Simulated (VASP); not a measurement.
The system is Sc3B2N.

```
CELL_PARAMETERS angstrom
3.44808 0.00000 0.00000
-1.72404 2.98612 0.00000
0.00000 0.00000 7.79933
ATOMIC_POSITIONS crystal
Sc 0.33333 0.66667 0.00000
Sc 0.66667 0.33333 0.00000
Sc 0.00000 0.00000 0.00000
B 0.00000 0.00000 0.79776
B 0.00000 0.00000 0.20224
N 0.00000 0.00000 0.50000
```

The cell was generated, and may not be a known phase.

| Quantity | Value |
| --- | --- |
| Program | VASP 6.6.1 |
| Task | relaxation of cell and atoms |
| Functional | PBE |
| Potentials or basis | VASP PAW PBE potentials, release 64 (Sc_sv, B, N) |
| Cutoff | 600 eV |
| k mesh | 6 × 6 × 2 |
| Occupations | gaussian, width 0.1 eV |
| Spin | collinear spin, ferromagnetic start |
| Starting moments | [0.0, 0.0, 0.0, 0.0, 0.0, 1.0] μB |

At the start: pressure 101.8 GPa; volume 13.38 Å³/atom.

Question: How do energy, volume and symmetry change on relaxing?

Answer: Over 15 steps the energy falls by 5302.0 meV/atom and the volume is 26.79 Å³/atom (+100.2 %); space group P6/mmm (No. 191, to 0.1 Å) before and after; moment 0.00 μB per cell.

Step by step:
```
step  energy change (eV)  largest force (eV/Å)  pressure (GPa)  volume (Å³)
   1              0.0000               14.2766          101.79        80.30
   2            -22.4319                3.2635           -8.19       222.37
   3            -21.8526                3.1351           -3.11       166.03
   4            -22.5044                3.4466           -6.99       201.33
   5            -31.3146                3.2450           -4.34       179.41
   6            -31.3585                1.8348           -2.78       177.67
   7            -31.3612                2.3795           -3.37       178.29
   8            -30.9898                8.1146            5.63       162.18
   9            -31.5829                0.9592           -0.48       171.58
  10            -31.7800                0.1499           -0.79       162.09
  11            -31.8021                0.1127           -0.75       164.47
  12            -31.8105                0.2518           -0.01       161.53
  13            -31.8106                0.2737            0.10       161.08
  14            -31.8077                0.4613           -0.16       160.09
  15            -31.8118                0.0142            0.01       160.73
```

Final structure:
```yaml
crystal:
  lattice:
    - [5.05847, 0.00000, 0.00000]
    - [-2.52923, 4.38076, 0.00000]
    - [0.00000, 0.00000, 7.25332]
  atoms:
    - { symbol: Sc, position: [0.33333, 0.66667, 0.00000] }
    - { symbol: Sc, position: [0.66667, 0.33333, 0.00000] }
    - { symbol: Sc, position: [0.00000, 0.00000, 0.00000] }
    - { symbol: B, position: [0.00000, 0.00000, 0.68266] }
    - { symbol: B, position: [0.00000, 0.00000, 0.31734] }
    - { symbol: N, position: [0.00000, 0.00000, 0.50000] }
```

Caveat: the k points lie up to 0.43 Å⁻¹ apart in the final cell, too coarse for converged energies and pressures of a metal; the volume moved by over 15 % at a fixed basis, so the end points are rough.
